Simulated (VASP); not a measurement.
# Os (P6_3/mmc) in VASP: further runs

The runs below take Os through single point, with BLYP, LDA, SVWN5, PBEsol.

All numbers are computed with VASP 6.6.1; they aren't measurements. Logs are shortened: lines on timing, memory, paths and dates and some standing lists are left out, and cuts for length are marked.

## 1. The cell of the first run

It takes space group P6_3/mmc (No. 194, hexagonal). Conventional cell: a = 2.770 Å, b = 2.770 Å, c = 4.377 Å, α = 90.00°, β = 90.00°, γ = 120.00°. Os (site symmetry -6m2) has 12 Os at 2.71 to 2.77 Å within 3.6 Å.

## 2. Single point, BLYP

Input file INCAR:

```
SYSTEM = Os
PREC     = Accurate       ! precision mode
ENCUT    = 560            ! plane-wave cutoff, eV
EDIFF    = 1E-6           ! SCF threshold, eV
ISMEAR   = -1             ! smearing method
SIGMA    = 0.05           ! smearing width, eV
LREAL    = .False.        ! projectors in reciprocal space
LASPH    = .True.         ! aspherical terms in the spheres
NELM     = 120            ! most SCF steps
ALGO     = Normal         ! electronic algorithm
ISIF     = 2              ! what is computed and relaxed
LWAVE    = .False.        ! write WAVECAR
LCHARG   = .True.         ! write CHGCAR
GGA      = B5             ! functional
ALDAX    = 1.0          
AGGAX    = 1.0          
AGGAC    = 1.0          
ALDAC    = 0.0          
LELF     = .True.         ! ELF
LVHAR    = .True.       
NBANDS   = 23             ! bands
GGA_COMPAT= .False.
```

Input file KPOINTS:

```
regular mesh
0
Gamma
  11 11 6
  0 0 0
```

Input file POSCAR:

```
Os
1.0
    2.7700791260      0.0000000000      0.0000000000
   -1.3850395630      2.3989588936      0.0000000000
    0.0000000000      0.0000000000      4.3765446767
Os
2
Direct
    0.6666666667      0.3333333333      0.7500000000
    0.3333333333      0.6666666667      0.2500000000
```

Potentials or basis: VASP PAW PBE potentials, release 64 (Os_sv_GW).

Run with:

```bash
$ cat potpaw_PBE.64/Os_sv_GW/POTCAR > POTCAR
$ mpirun -np 1 vasp_std > vasp.out
```

OUTCAR:

```text
SYSTEM = Os
   PREC = Accurate
   ENCUT = 560
   EDIFF = 1E-6
   ISMEAR = -1
   LREAL = .False.
   LASPH = .True.
   NELM = 120
   ISIF = 2
   GGA = B5

 ion  position               nearest neighbor table
   1  0.667  0.333  0.750-   2 2.71   2 2.71   2 2.71   2 2.71   2 2.71   2 2.71
   2  0.333  0.667  0.250-   1 2.71   1 2.71   1 2.71   1 2.71   1 2.71   1 2.71

  LATTYP: Found a hexagonal cell.
 ALAT       =     2.7700791260
 C/A-ratio  =     1.5799348963

  Lattice vectors:

 A1 = (   2.7700791260,   0.0000000000,   0.0000000000)
 A2 = (  -1.3850395630,   2.3989588936,   0.0000000000)
 A3 = (   0.0000000000,   0.0000000000,   4.3765446767)

Analysis of symmetry for initial positions (statically):
=====================================================================
 Subroutine PRICEL returns:
 Original cell was already a primitive cell.

 Routine SETGRP: Setting up the symmetry group for a
 hexagonal supercell.

 Subroutine GETGRP returns: Found 24 space group operations
 (whereof 12 operations were pure point group operations)
 out of a pool of 24 trial point group operations.

The static configuration has the point symmetry D_3d.
 The point group associated with its full space group is D_6h.

Analysis of symmetry for dynamics (positions and initial velocities):
=====================================================================
 Subroutine PRICEL returns:
 Original cell was already a primitive cell.

 Routine SETGRP: Setting up the symmetry group for a
 hexagonal supercell.

 Subroutine GETGRP returns: Found 24 space group operations
 (whereof 12 operations were pure point group operations)
 out of a pool of 24 trial point group operations.

The dynamic configuration has the point symmetry D_3d.
 The point group associated with its full space group is D_6h.

 Subroutine INISYM returns: Found 24 space group operations
 (whereof 12 operations are pure point group operations),
 and found     1 'primitive' translations

----------------------------------------------------------------------------------------

                                     Primitive cell

  volume of cell :      29.0835

  direct lattice vectors                    reciprocal lattice vectors
     2.770079126  0.000000000  0.000000000     0.361000518  0.208423746  0.000000000
    -1.385039563  2.398958894  0.000000000     0.000000000  0.416847493  0.000000000
     0.000000000  0.000000000  4.376544677     0.000000000  0.000000000  0.228490756

  length of vectors
     2.770079126  2.770079126  4.376544677     0.416847493  0.416847493  0.228490756

  position of ions in fractional coordinates (direct lattice)
     0.666666667  0.333333333  0.750000000
     0.333333333  0.666666667  0.250000000

  ion indices of the primitive-cell ions
   primitive index   ion index
                 1           1
                 2           2

----------------------------------------------------------------------------------------

 KPOINTS: regular mesh

Automatic generation of k-mesh.
 Grid dimensions read from file:
 generate k-points for:   11   11    6

 Generating k-lattice:

  Cartesian coordinates                     Fractional coordinates (reciprocal lattice)
     0.032818229  0.018947613  0.000000000     0.090909091  0.000000000  0.000000000
     0.000000000  0.037895227  0.000000000     0.000000000  0.090909091  0.000000000
     0.000000000  0.000000000  0.038081793     0.000000000  0.000000000  0.166666667

  Length of vectors
     0.037895227  0.037895227  0.038081793

  Shift w.r.t. Gamma in fractional coordinates (k-lattice)
     0.000000000  0.000000000  0.000000000

 Subroutine IBZKPT returns following result:
 ===========================================

 Found     64 irreducible k-points:

 Following reciprocal coordinates:
            Coordinates               Weight
  0.000000  0.000000  0.000000      1.000000
  0.090909  0.000000  0.000000      6.000000
  0.181818  0.000000  0.000000      6.000000
  0.272727  0.000000  0.000000      6.000000
  0.363636  0.000000  0.000000      6.000000
  0.454545  0.000000  0.000000      6.000000
[... 16 lines left out ...]
  0.090909  0.090909  0.166667     12.000000
  0.181818  0.090909  0.166667     24.000000
 [... further k-points ...]
   k-points           NKPTS =     64   k-points in BZ     NKDIM =     64   number of bands    NBANDS=     23
   number of dos      NEDOS =    301   number of ions     NIONS =      2
   total plane-waves  NPLWV =  20736
   dimension x,y,z NGX =    24 NGY =   24 NGZ =   36
   dimension x,y,z NGXF=    48 NGYF=   48 NGZF=   72
   ions per type =               2
   NGX,Y,Z   is equivalent  to a cutoff of  14.40, 14.40, 13.67 a.u.
   NGXF,Y,Z  is equivalent  to a cutoff of  28.81, 28.81, 27.35 a.u.
 SYSTEM =  Os
   PREC   = accura    normal or accurate (medium, high low for compatibility)
   ISTART =      0    job   : 0-new  1-cont  2-samecut
   ICHARG =      2    charge: 1-file 2-atom 10-const
   ISPIN  =      1    spin polarized calculation?
   LNONCOLLINEAR =      F non collinear calculations
   LSORBIT =      F    spin-orbit coupling
   LASPH  =      T    aspherical Exc in radial PAW
   ENCUT  =  560.0 eV  41.16 Ry    6.42 a.u.   5.34  5.34  8.44*2*pi/ulx,y,z
   NELM   =    120;   NELMIN=  2; NELMDL= -5     # of ELM steps
   EDIFF  = 0.1E-05   stopping-criterion for ELM
   LREAL  =      F    real-space projection
   EDIFFG = 0.1E-04   stopping-criterion for IOM
   NSW    =      0    number of steps for IOM
   IBRION =     -1    ionic relax: 0-MD 1-quasi-New 2-CG
   NFREE  =      0    steps in history (QN), initial steepest desc. (CG)
   ISIF   =      2    stress and relaxation
   ISYM   =      2    0-nonsym 1-usesym 2-fastsym
   POTIM  = 0.5000    time-step for ionic-motion
   TEBEG  =    0.0;   TEEND  =   0.0 temperature during run
   PSTRESS=    0.0 pullay stress
   NELECT =      32.0000    total number of electrons
   NUPDOWN=      -1.0000    fix difference up-down
   EMIN   =  10.00;   EMAX   =-10.00  energy-range for DOS
   EFERMI =   0.00;   METHOD = LEGACY
   ISMEAR =    -1;   SIGMA  =   0.05  broadening in eV -4-tet -1-fermi 0-gaus
   EFERMI_NEDOS =   21; number of points for ismear=-14 and -15
   IALGO  =     38    algorithm
   IMIX   =      4    mixing-type and parameters
     AMIX     =   0.40;   BMIX     =  1.00
     AMIX_MAG =   1.60;   BMIX_MAG =  1.00
  volume/ion in A,a.u.               =      14.54        98.13
  Fermi-wavevector in a.u.,A,eV,Ry     =   1.690088  3.193804 38.863657  2.856398
  Thomas-Fermi vector in A             =   2.772098
   LORBIT       =      0    0 simple, 1 ext, 2 COOP (PROOUT), +10 PAW based schemes
   GGA     = B5    functional components
   LHFCALC =     F    Hartree Fock is set to
   AEXX    =    0.0000 exact exchange contribution
   IVDW    =     0    specifies the selected vdW correction
   LEPSILON=     F    determine dielectric tensor
   LRPA    =     F    only Hartree local field effects (RPA)
 non-spin polarized calculation
  energy-cutoff  :      560.00
  volume of cell :       29.08
 maximum number of plane-waves:       905
 NGX is ok and might be reduce to    24
   NGX = 11   NGY = 11   NGZ = 17

 number of electron      32.0000000 magnetization

 Free energy of the ion-electron system (eV)
  ---------------------------------------------------
  ext. energy  EPLUGINS =         0.00000000
  ---------------------------------------------------
  free energy    TOTEN  =       -21.54117046 eV

  energy without entropy =      -21.52609332  energy(sigma->0) =      -21.53363189

 E-fermi :  13.5811     XC(G=0): -13.6713

 val. band max:       13.5549321564   @ k =   0.3636   0.0000   0.3333
 cond. band min:      13.6329760324   @ k =   0.3636   0.0909   0.3333
 fundamental gap:      0.0780438760
 Fermi energy:        13.5811318061

 k-point     1 :       0.0000    0.0000    0.0000
  band No.  band energies     occupation
      1     -72.5068      2.00000
      2     -72.4081      2.00000
      3     -32.6731      2.00000
      4     -31.8378      2.00000
      5     -31.8378      2.00000
      6     -31.6768      2.00000
[... 15 lines left out ...]
     22      27.3591      0.00000
     23      29.6585      0.00000

 k-point     2 :       0.0909    0.0000    0.0000
  band No.  band energies     occupation
      1     -72.5015      2.00000
      2     -72.4056      2.00000
      3     -32.6482      2.00000
      4     -31.8900      2.00000
      5     -31.8552      2.00000
      6     -31.7327      2.00000
[... 15 lines left out ...]
     22      27.9965      0.00000
     23      30.0550      0.00000

 k-point     3 :       0.1818    0.0000    0.0000
  band No.  band energies     occupation
      1     -72.4856      2.00000
      2     -72.3998      2.00000
      3     -32.5769      2.00000
      4     -32.0306      2.00000
      5     -31.9014      2.00000
      6     -31.8774      2.00000
[... 15 lines left out ...]
     22      28.9656      0.00000
     23      30.3864      0.00000

 k-point     4 :       0.2727    0.0000    0.0000
  band No.  band energies     occupation
      1     -72.4639      2.00000
      2     -72.3941      2.00000
      3     -32.4715      2.00000
      4     -32.2151      2.00000
      5     -32.0606      2.00000
      6     -31.9597      2.00000
[... 15 lines left out ...]
     22      26.5527      0.00000
     23      28.9980      0.00000

 k-point     5 :       0.3636    0.0000    0.0000
  band No.  band energies     occupation
      1     -72.4420      2.00000
      2     -72.3909      2.00000
      3     -32.3841      2.00000
      4     -32.3524      2.00000
      5     -32.2225      2.00000
      6     -32.0114      2.00000
[... 434 lines left out ...]
 k-point    22 :       0.4545    0.0000    0.1667
  band No.  band energies     occupation
      1     -72.4242      2.00000
      2     -72.3937      2.00000
      3     -32.5382      2.00000
      4     -32.3750      2.00000
      5     -32.1648      2.00000
      6     -32.0246      2.00000
[... 15 lines left out ...]
     22      24.3293      0.00000
     23      26.2117      0.00000

 k-point    23 :       0.0909    0.0909    0.1667
  band No.  band energies     occupation
      1     -72.4851      2.00000
      2     -72.4077      2.00000
      3     -32.5488      2.00000
      4     -31.9570      2.00000
      5     -31.9143      2.00000
      6     -31.8464      2.00000
[... 15 lines left out ...]
     22      28.4916      0.00000
     23      30.4543      0.00000

 k-point    24 :       0.1818    0.0909    0.1667
  band No.  band energies     occupation
      1     -72.4671      2.00000
      2     -72.4010      2.00000
      3     -32.4867      2.00000
      4     -32.0967      2.00000
      5     -32.0534      2.00000
      6     -31.9184      2.00000
[... 15 lines left out ...]
     22      28.3058      0.00000
     23      29.3352      0.00000

 [... further k-points ...]

------------------------ aborting loop because EDIFF is reached ----------------------------------------

  FORCE on cell =-STRESS in cart. coord.  units (eV):
  Direction    XX          YY          ZZ          XY          YZ          ZX
  --------------------------------------------------------------------------------------
  -------------------------------------------------------------------------------------
  Total        1.7097672      1.7097672      1.6241955      0.0000000      0.0000000      0.0000000
  in kB       94.1892256     94.1892256     89.4751711      0.0000000      0.0000000      0.0000000
  external PRESSURE =      92.6178741 kB  Pullay stress =       0.0000000 kB

 VOLUME and BASIS-vectors are now :
 -----------------------------------------------------------------------------
  energy-cutoff  :      560.00
  volume of cell :       29.08
      direct lattice vectors                 reciprocal lattice vectors
     2.770079126  0.000000000  0.000000000     0.361000518  0.208423746  0.000000000
    -1.385039563  2.398958894  0.000000000     0.000000000  0.416847493  0.000000000
     0.000000000  0.000000000  4.376544677     0.000000000  0.000000000  0.228490756

 POSITION                                       TOTAL-FORCE (eV/Angst)
 -----------------------------------------------------------------------------------
      1.38504      0.79965      3.28241         0.000000     -0.000000      0.000000
     -0.00000      1.59931      1.09414         0.000000      0.000000      0.000000
 -----------------------------------------------------------------------------------
    total drift:                                0.000000     -0.000000      0.000000

  FREE ENERGIE OF THE ION-ELECTRON SYSTEM (eV)
  ---------------------------------------------------
  free  energy   TOTEN  =       -21.5411704590 eV

  energy  without entropy=      -21.5260933168  energy(sigma->0) =      -21.53363189
```

It took 44 s on 1 thread of Intel Xeon Platinum 8259CL at 2.50GHz (Skylake/Cascade Lake), shared host; peak memory 0.18 GiB.

Results:

```yaml
Free_energy: -21.5412 eV
Pressure: 9.3 GPa
Band_gap_on_the_k_mesh: zero (bands 16 and 17 overlap by 3.66 eV)
```

Levels at points of the mesh, in eV from the Fermi level:
```
           k point  band 12  band 13  band 14  band 15  band 16  band 17  band 18  band 19  band 20  band 21
(0.00, 0.00, 0.00)    -2.83    -2.61    -2.06    -2.06    -1.46    -1.46     0.44     1.62     1.62     8.68
(0.00, 0.00, 0.50)    -3.27    -3.02    -3.02    -3.02    -3.02     0.86     0.86     0.86     0.86    13.43
```

Caveat: the cell stands under pressure; the PAW data sets were made with another functional, which shifts forces and pressure a little; spin-orbit coupling is left out, which moves the levels of the heavy elements.

## 3. Single point, LDA

This run uses another cell than the first one, of 14.26 Å³/atom.

Input file INCAR:

```
  PREC = Accurate
  ENCUT = 560
  EDIFF = 1E-6
  ISMEAR = -1
  SIGMA = 0.05
  LREAL = F
  LASPH = T
  NELM = 120
  ALGO = Normal
  ISIF = 2
  LWAVE = F
  LCHARG = T
  LELF = T
  LVHAR = T
  NBANDS = 23
  GGA_COMPAT = F
```

Input file KPOINTS:

```
Automatic mesh
0
Gamma
  11 11 6
```

Input file POSCAR:

```
Os
1.0
    2.7522071502      0.0000000000      0.0000000000
   -1.3761035751      2.3834813086      0.0000000000
    0.0000000000      0.0000000000      4.3483081185
Os
2
Direct
    0.6666666667      0.3333333333      0.7500000000
    0.3333333333      0.6666666667      0.2500000000
```

Potentials or basis: VASP PAW LDA potentials, release 64 (Os_sv_GW).

Run with:

```bash
$ cat potpaw_LDA.64/Os_sv_GW/POTCAR > POTCAR
$ mpirun -np 1 vasp_std > vasp.out
```

It took 22 s on 1 thread of AMD EPYC 9R45 (Zen 5), shared host; peak memory 0.14 GiB.

Results (log left out):

* Free energy: -27.5662 eV
* Pressure: -16.1 GPa
* Band gap on the k mesh: zero (bands 16 and 17 overlap by 3.79 eV)

Stress tensor (GPa, compression positive):
```
-15.83   0.00   0.00
  0.00 -15.83   0.00
  0.00   0.00 -16.69
```

Levels at points of the mesh, in eV from the Fermi level:
| k point | band 13 | band 14 | band 15 | band 16 | band 17 | band 18 | band 19 | band 20 |
| --- | --- | --- | --- | --- | --- | --- | --- | --- |
| (0.00, 0.00, 0.00) | -2.69 | -2.11 | -2.11 | -1.48 | -1.48 | 0.17 | 1.69 | 1.69 |
| (0.00, 0.00, 0.50) | -3.12 | -3.12 | -3.12 | -3.12 | 0.92 | 0.92 | 0.92 | 0.92 |

Caveat: the cell stands under tension; spin-orbit coupling is left out, which moves the levels of the heavy elements.

## 4. Single point, SVWN5

This run uses another cell than the first one, of 14.82 Å³/atom.

Input file INCAR:

```
PREC = Accurate
ENCUT = 560
EDIFF = 1E-6
ISMEAR = -1
SIGMA = 0.05
LREAL = F
LASPH = T
NELM = 120
ALGO = Normal
ISIF = 2
LWAVE = F
LCHARG = F
GGA = VW
NBANDS = 23
GGA_COMPAT = F
```

KPOINTS is that of step 3.

Input file POSCAR:

```
Os
1.0
    2.7877234178      0.0000000000      0.0000000000
   -1.3938617089      2.4142392985      0.0000000000
    0.0000000000      0.0000000000      4.4044215090
Os
2
Direct
    0.6666666667      0.3333333333      0.7500000000
    0.3333333333      0.6666666667      0.2500000000
```

Potentials or basis: VASP PAW PBE potentials, release 64 (Os_sv_GW).

Run with:

```bash
$ cat potpaw_PBE.64/Os_sv_GW/POTCAR > POTCAR
$ mpirun -np 1 vasp_std > vasp.out
```

OUTCAR:

```text
PREC = Accurate
   ENCUT = 560
   EDIFF = 1E-6
   ISMEAR = -1
   LREAL = F
   LASPH = T
   NELM = 120
   ISIF = 2
   GGA = VW

 ion  position               nearest neighbor table
   1  0.667  0.333  0.750-   2 2.73   2 2.73   2 2.73   2 2.73   2 2.73   2 2.73
   2  0.333  0.667  0.250-   1 2.73   1 2.73   1 2.73   1 2.73   1 2.73   1 2.73

  LATTYP: Found a hexagonal cell.
 ALAT       =     2.7877234178
 C/A-ratio  =     1.5799348963

  Lattice vectors:

[... 812 lines left out ...]

------------------------ aborting loop because EDIFF is reached ----------------------------------------

  FORCE on cell =-STRESS in cart. coord.  units (eV):
  Direction    XX          YY          ZZ          XY          YZ          ZX
  --------------------------------------------------------------------------------------
  -------------------------------------------------------------------------------------
  Total       -5.6121216     -5.6121216     -5.9799811      0.0000000      0.0000000      0.0000000
  in kB     -303.3323862   -303.3323862   -323.2150099      0.0000000      0.0000000      0.0000000
  external PRESSURE =    -309.9599274 kB  Pullay stress =       0.0000000 kB

 VOLUME and BASIS-vectors are now :
 -----------------------------------------------------------------------------
  energy-cutoff  :      560.00
  volume of cell :       29.64
      direct lattice vectors                 reciprocal lattice vectors
     2.787723418  0.000000000  0.000000000     0.358715644  0.207104573  0.000000000
    -1.393861709  2.414239299  0.000000000     0.000000000  0.414209147  0.000000000
     0.000000000  0.000000000  4.404421509     0.000000000  0.000000000  0.227044573

 POSITION                                       TOTAL-FORCE (eV/Angst)
 -----------------------------------------------------------------------------------
      1.39386      0.80475      3.30332         0.000000      0.000000      0.000000
     -0.00000      1.60949      1.10111        -0.000000     -0.000000      0.000000
 -----------------------------------------------------------------------------------
    total drift:                               -0.000000      0.000000     -0.000000

  FREE ENERGIE OF THE ION-ELECTRON SYSTEM (eV)
  ---------------------------------------------------
  free  energy   TOTEN  =       -27.5518442081 eV

  energy  without entropy=      -27.5372833021  energy(sigma->0) =      -27.54456376
```

Run time: 21 s. Hardware: 1 thread of AMD EPYC 9R45 (Zen 5), shared host; peak memory 0.14 GiB.

Results:

* Free energy: -27.5518 eV
* Pressure: -31.0 GPa
* Band gap on the k mesh: zero (bands 16 and 17 overlap by 3.56 eV)

Stress tensor (GPa, compression positive):
```
-30.33   0.00   0.00
  0.00 -30.33   0.00
  0.00   0.00 -32.32
```

Caveat: the cell stands under tension; the PAW data sets were made with another functional, which shifts forces and pressure a little; spin-orbit coupling is left out, which moves the levels of the heavy elements.

(Part 1 of 2 ends here.)

The gap in the log of VASP goes by the Fermi energy; the results here count the filled bands.